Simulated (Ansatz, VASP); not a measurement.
One calculation of SrMg, two programs

The input INCAR:

```
SYSTEM = SrMg
ALGO = Normal
EDIFF = 1E-6
ENCUT = 520
GGA = CA
ISIF = 2
ISMEAR = -1
LASPH = .True.
LCHARG = .True.
LELF = .True.
LREAL = .False.
LVHAR = .True.
LWAVE = .False.
NBANDS = 13
NELM = 60
PREC = Accurate
SIGMA = 0.05
```

Contents of KPOINTS:

```
k-points
0
Gamma
  9 9 9
  0 0 0
```

The input POSCAR:

```
SrMg
1.0
    3.9000000000      0.0000000000      0.0000000000
    0.0000000000      3.9000000000      0.0000000000
    0.0000000000      0.0000000000      3.9780000000
Sr Mg
1 1
Direct
    0.5000000000      0.5000000000      0.5000000000
    0.0000000000      0.0000000000      0.0000000000
```

Input for Ansatz:

```yaml
crystal:
  lattice:
    - [3.9, 0.0, 0.0]
    - [0.0, 3.9, 0.0]
    - [0.0, 0.0, 3.978]
  atoms:
    - { symbol: Sr, position: [0.5, 0.5, 0.5] }
    - { symbol: Mg, position: [0.0, 0.0, 0.0] }
kpoints:
  mp_grid: { grid: [9, 9, 9] }
  band_path:
    path:
      - [0.0, 0.0, 0.0]
      - [0.0, 0.5, 0.0]
      - [0.5, 0.5, 0.0]
      - [0.0, 0.0, 0.0]
      - [0.0, 0.0, 0.5]
      - [0.0, 0.5, 0.5]
      - [0.5, 0.5, 0.5]
      - [0.0, 0.0, 0.5]
      - [0.0, 0.5, 0.0]
    npoints: 5
scf:
  occupations: { method: fermi_dirac, width: 0.05 }
hamiltonian:
  xc: lda
  pseudopotentials: { kind: all_electron, lapw: { basis_error: 0.0005 } }
output:
  forces: true
  stress: true
  eigenvalues: true
```

Change from the starting cell: zz strain of +2 %.

Alike in both runs: task single point; functional LDA; k mesh 9 × 9 × 9; occupations fermi-dirac, width 0.05 eV; no spin polarisation.

|  | VASP | Ansatz |
| --- | --- | --- |
| version | VASP 6.6.1 | Ansatz 0.2.0 |
| potentials or method | VASP PAW LDA potentials, release 64 (Sr_sv, Mg), cutoff 520 eV | all-electron LAPW, scalar-relativistic |

VASP gave:

* pressure (GPa): 2.6
* traceless stress, the component that is largest in VASP (GPa): -0.19

Q: What did Ansatz give for the same quantities?

A: Pressure (GPa): 2.8; traceless stress, the component that is largest in VASP (GPa): -0.18.

LDA's correlation is that of Perdew and Zunger in VASP and of Perdew and Wang (1992) in Ansatz. Ansatz ran all-electron here, and VASP with PAW potentials.
